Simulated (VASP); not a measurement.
Set up this calculation in VASP 6.6.1, as the native input.

```yaml
Task: single point
Functional: BLYP
Dispersion: D3(BJ)
Potentials_or_basis: VASP PAW PBE potentials, release 64 (Ga_d, Sb)
Cutoff: 520 eV
k_mesh: 8 × 8 × 8
Occupations: fermi-dirac, width 0.05 eV
Spin: no spin polarisation
Dipole_correction: no
Further_INCAR_settings: ALGO = Normal; EDIFF = 1e-07; NBANDS = 16
```

The structure of GaSb lies in POSCAR:

```
GaSb
1.0
   -2.7249669890      2.7249669890      1.5969414013
    2.7249669890     -2.7249669890      1.5969414013
    2.7249669890      2.7249669890     -1.5969414013
Ga Sb
1 1
Direct
    0.2500000000      0.7500000000      0.5000000000
    0.0000000000      0.0000000000      0.0000000000
```

The input as run:

INCAR

```
PREC     = Accurate       # precision mode
ENCUT    = 520            # plane-wave cutoff, eV
EDIFF    = 1E-7           # SCF threshold, eV
ISMEAR   = -1             # smearing method
SIGMA    = 0.05           # smearing width, eV
LREAL    = False          # projectors in reciprocal space
LASPH    = True           # aspherical terms in the spheres
NELM     = 60             # most SCF steps
ALGO     = Normal         # electronic algorithm
ISIF     = 2              # what is computed and relaxed
LWAVE    = False          # write WAVECAR
LCHARG   = False          # write CHGCAR
GGA      = B5             # functional
ALDAX    = 1.0          
AGGAX    = 1.0          
AGGAC    = 1.0          
ALDAC    = 0.0          
IVDW     = 12             # dispersion correction
VDW_S6   = 1.0          
VDW_S8   = 2.6996       
VDW_A1   = 0.4298       
VDW_A2   = 4.2359       
NBANDS   = 16             # bands
```

KPOINTS

```
Automatic mesh
0
Gamma
  8 8 8
```

Potentials or basis: VASP PAW PBE potentials, release 64 (Ga_d, Sb).

Launch:

```sh
$ cat potpaw_PBE.64/Ga_d/POTCAR potpaw_PBE.64/Sb/POTCAR > POTCAR
$ mpirun -np 1 vasp_std > vasp.out
```

Results of the run:

The pressure is 0.2 GPa. The band gap on the k mesh is zero (band 9 reaches 9.01 eV, above the bottom of band 10 at 5.19 eV). The dispersion energy per atom is -0.946 eV.

Caveat: the PAW data sets were made with another functional, which shifts forces and pressure a little; spin-orbit coupling is left out, which moves the levels of the heavy elements; pairwise dispersion overbinds metals, which lowers pressure and volume.

Run time: 48 s on 1 thread of Intel(R) Xeon(R) Platinum 8375C CPU @ 2.90GHz (Ice Lake), with other jobs on the host, peak memory 0.21 GiB.
